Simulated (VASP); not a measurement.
**Si (a cell with a defect): relaxation of the atoms with PBE**

Si (a cell with a defect):

```
CELL_PARAMETERS angstrom
0.00000 5.43000 5.43000
5.43000 0.00000 5.43000
5.43000 5.43000 0.00000
ATOMIC_POSITIONS crystal
Si 0.00000 0.00000 0.00000
Si 0.12500 0.12500 0.12500
Si 0.00000 0.00000 0.50000
Si 0.12500 0.12500 0.62500
Si 0.00000 0.50000 0.00000
Si 0.12500 0.62500 0.12500
Si 0.00000 0.50000 0.50000
Si 0.12500 0.62500 0.62500
Si 0.50000 0.00000 0.00000
Si 0.62500 0.12500 0.12500
Si 0.50000 0.00000 0.50000
Si 0.62500 0.12500 0.62500
Si 0.50000 0.50000 0.00000
Si 0.62500 0.62500 0.12500
Si 0.50000 0.50000 0.50000
Si 0.62500 0.62500 0.62500
Si 0.75264 0.75008 0.24538
```

- Program: VASP 6.6.1
- Task: relaxation of the atoms
- Functional: PBE
- Potentials or basis: VASP PAW PBE potentials, release 64 (Si)
- Cutoff: 520 eV
- k mesh: 2 × 2 × 2
- Occupations: fermi-dirac, width 0.02 eV
- Spin: no spin polarisation
- Dipole correction: no
- Further INCAR settings: LREAL = Auto; ALGO = Normal; EDIFF = 1e-07; IBRION = 2; EDIFFG = -0.08; NSW = 45

| Quantity | Value |
| --- | --- |
| Energy gained by relaxing | 7.2 meV/atom |
| Ionic steps | 4 |
| Pressure after relaxing | 5.3 GPa |
| Largest force after relaxing | 0.045 eV/Å |
| Band gap on the k mesh | zero (bands 34 and 35 overlap by 0.25 eV) |

Forces on the atoms (eV/Å):
```
Si  -0.004  0.000  0.025
Si   0.008  0.006 -0.006
Si  -0.002 -0.001  0.001
Si  -0.002 -0.004 -0.009
Si  -0.023 -0.001  0.002
Si   0.004 -0.015 -0.007
Si  -0.007  0.029  0.006
Si   0.010 -0.003  0.003
Si  -0.004 -0.026  0.001
Si  -0.023  0.013 -0.012
Si   0.032 -0.004  0.005
Si  -0.002  0.008  0.004
Si   0.004 -0.001 -0.002
Si   0.006  0.011  0.018
Si  -0.007 -0.005 -0.030
Si  -0.027 -0.024  0.024
Si   0.036  0.015 -0.022
```

Step by step:
| step | energy change (eV) | largest force (eV/Å) | pressure (GPa) |
| --- | --- | --- | --- |
| 1 | 0.0000 | 0.9664 | 5.83 |
| 2 | -0.1200 | 0.1124 | 5.35 |
| 3 | -0.1206 | 0.1028 | 5.32 |
| 4 | -0.1225 | 0.0447 | 5.33 |

Final structure:
```
Si
1.0
     0.00000    5.43000    5.43000
     5.43000    0.00000    5.43000
     5.43000    5.43000    0.00000
Si
17
Direct
  0.00281 0.00283 0.99718
  0.12461 0.12452 0.12628
  0.99996 0.00000 0.50007
  0.12472 0.12464 0.62447
  0.00286 0.49714 0.99714
  0.13232 0.62252 0.12271
  0.00265 0.49730 0.50274
  0.12469 0.62620 0.62444
  0.49721 0.00280 0.99720
  0.62263 0.13180 0.12291
  0.49736 0.00261 0.50267
  0.62616 0.12465 0.62448
  0.50060 0.50000 0.99897
  0.62248 0.62258 0.12277
  0.49732 0.49732 0.50272
  0.62303 0.62312 0.63079
  0.75121 0.75006 0.24784
```

Levels at points of the mesh, in eV from the Fermi level:
| k point | band 31 | band 32 | band 33 | band 34 | band 35 | band 36 | band 37 | band 38 |
| --- | --- | --- | --- | --- | --- | --- | --- | --- |
| (0.00, 0.00, 0.00) | -0.82 | -0.82 | -0.82 | -0.25 | -0.24 | -0.24 | 0.08 | 0.08 |
| (0.50, 0.00, 0.00) | -1.57 | -1.43 | -1.42 | -0.34 | 0.52 | 0.54 | 0.90 | 0.90 |
| (0.00, 0.50, 0.00) | -1.57 | -1.42 | -1.42 | -0.34 | 0.52 | 0.54 | 0.90 | 0.90 |
| (0.00, 0.00, 0.50) | -1.58 | -1.42 | -1.42 | -0.33 | 0.53 | 0.53 | 0.90 | 0.90 |
| (0.50, 0.50, 0.50) | -1.57 | -1.42 | -1.42 | -0.34 | 0.52 | 0.54 | 0.90 | 0.90 |
| (0.50, 0.50, 0.00) | -2.01 | -1.89 | -1.00 | 0.01 | 0.71 | 1.03 | 1.03 | 1.15 |
| (0.00, 0.50, 0.50) | -2.01 | -1.89 | -1.00 | 0.01 | 0.71 | 1.03 | 1.03 | 1.15 |
| (0.50, 0.00, 0.50) | -2.01 | -1.89 | -1.00 | 0.01 | 0.71 | 1.03 | 1.03 | 1.15 |

Wall time 15 min on 1 thread of Oxide Virtual Turin-like Processor, with other jobs on the host, peak memory 0.49 GiB.

Caveat: the k points lie up to 0.50 Å⁻¹ apart; the relaxation stopped at a loose force limit of 0.08 eV/Å, so its end isn't a converged minimum.
